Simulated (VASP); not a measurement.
Set up this calculation in VASP 6.6.1, as the native input.

```
Task                   : electric field gradients
Functional             : PBEsol
Potentials or basis    : VASP PAW PBE potentials, release 64 (Nb_sv, N)
Cutoff                 : 520 eV
k mesh                 : 14 × 14 × 14
Occupations            : fermi-dirac, width 0.08 eV
Spin                   : no spin polarisation
Dipole correction      : no
Further INCAR settings : ALGO = Normal; EDIFF = 1e-08; NBANDS = 16
```

The structure of NbN lies in POSCAR:

```
NbN
1.0
    0.0000000000      2.1871604803      2.1871604803
    2.1871604803      0.0000000000      2.1871604803
    2.1871604803      2.1871604803      0.0000000000
Nb N
1 1
Direct
    0.5000000000      0.5000000000      0.5000000000
    0.0000000000      0.0000000000      0.0000000000
```

This cell differs from its parent crystal: volume scaled by 0.99.

One way to write it, as run:

INCAR

```
SYSTEM = NbN
  ALGO = Normal
  EDIFF = 1E-8
  ENCUT = 520
  GGA = PS
  GGA_COMPAT = .FALSE.
  ISIF = 2
  ISMEAR = -1
  LASPH = .TRUE.
  LCHARG = .FALSE.
  LEFG = .TRUE.
  LREAL = .FALSE.
  LWAVE = .FALSE.
  NBANDS = 16
  NELM = 120
  PREC = Accurate
  SIGMA = 0.08
```

KPOINTS

```
k-points
0
G
  14 14 14
  0 0 0
```

Potentials or basis: VASP PAW PBE potentials, release 64 (Nb_sv, N).

The run is started by

```sh
$ cat potpaw_PBE.64/Nb_sv/POTCAR potpaw_PBE.64/N/POTCAR > POTCAR
$ mpirun -np 1 vasp_std > vasp.out
```

Results of the run:

The pressure is 1.0 GPa. The band gap on the k mesh is zero (band 9 reaches 15.62 eV, above the bottom of band 10 at 12.01 eV).

Caveat: without QUAD_EFG the Cq values of the log hold for a quadrupole moment of 1 mb, not for the nuclei; the PAW data sets were made with another functional, which shifts forces and pressure a little.

It took 31 s on 1 thread of Intel(R) Xeon(R) Platinum 8375C CPU @ 2.90GHz (Ice Lake) (shared host), peak memory 0.16 GiB.
